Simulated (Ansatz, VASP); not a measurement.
Given: the input of a run of VASP 6.6.1 on NaCl.

File POSCAR:

```
NaCl
1.0
    3.4306966741      0.0000000000      0.0000000000
    0.0000000000      3.4306966741      0.0000000000
    0.0000000000      0.0000000000      3.4306966741
Cl Na
1 1
Direct
    0.5000000000      0.5000000000      0.5000000000
    0.0000000000      0.0000000000      0.0000000000
```

The input INCAR.step1:

```
SYSTEM = NaCl
  ALGO = Normal
  EDIFF = 1E-5
  ENCUT = 520
  GGA = PE
  ISIF = 2
  ISMEAR = -1
  LASPH = .TRUE.
  LCHARG = .FALSE.
  LREAL = .FALSE.
  LWAVE = .TRUE.
  NBANDS = 14
  NELM = 60
  PREC = Accurate
  SIGMA = 0.05
```

The input INCAR.step2:

```
SYSTEM = NaCl
  ALGO = Normal
  EDIFF = 1E-7
  ENCUT = 520
  GGA = PE
  HFSCREEN = 0.2079
  ISIF = 2
  ISMEAR = -1
  ISTART = 1
  LASPH = .TRUE.
  LCHARG = .FALSE.
  LHFCALC = .TRUE.
  LREAL = .FALSE.
  LWAVE = .FALSE.
  NBANDS = 14
  NELM = 60
  PREC = Accurate
  PRECFOCK = Normal
  SIGMA = 0.05
```

File KPOINTS:

```
k-points
0
G
  4 4 4
  0 0 0
```

Potentials or basis: VASP PAW PBE potentials, release 64 (Cl, Na_pv).

The run is started by

```console
$ cat potpaw_PBE.64/Cl/POTCAR potpaw_PBE.64/Na_pv/POTCAR > POTCAR
$ cp INCAR.step1 INCAR
$ mpirun -np 1 vasp_std > vasp.out
$ cp INCAR.step2 INCAR
$ mpirun -np 1 vasp_std > vasp.out
```

Translate it to Ansatz 0.2.0. Potentials there: Ansatz PAW.

As run (the cutoff follows the program's own potentials):

input

```
crystal:
  lattice:
    - [3.4306966741, 0.0, 0.0]
    - [0.0, 3.4306966741, 0.0]
    - [0.0, 0.0, 3.4306966741]
  atoms:
    - { symbol: Cl, position: [0.5, 0.5, 0.5] }
    - { symbol: Na, position: [0.0, 0.0, 0.0] }
hamiltonian:
  xc: hse06
  pseudopotentials: { kind: paw }
kpoints:
  mp_grid: { grid: [4, 4, 4] }
scf:
  occupations: { method: fermi_dirac, width: 0.05 }
output:
  forces: true
  stress: true
  eigenvalues: true
```

Both were run:

|  | VASP | Ansatz | Ansatz less VASP |
| --- | --- | --- | --- |
| gap on the k mesh at the Fermi level (eV) | 5.52 | 5.53 | +0.009 |
| least direct gap on the mesh (eV) | 6.11 | 6.12 | +0.009 |
| pressure (GPa) | 1.4 | 1.5 | +0.01 |

VASP's potentials hold 14 valence electrons a cell and Ansatz's 16, so a difference there can come from the potentials and not from the codes.

The k mesh is coarse, so the values compare programs but aren't converged.
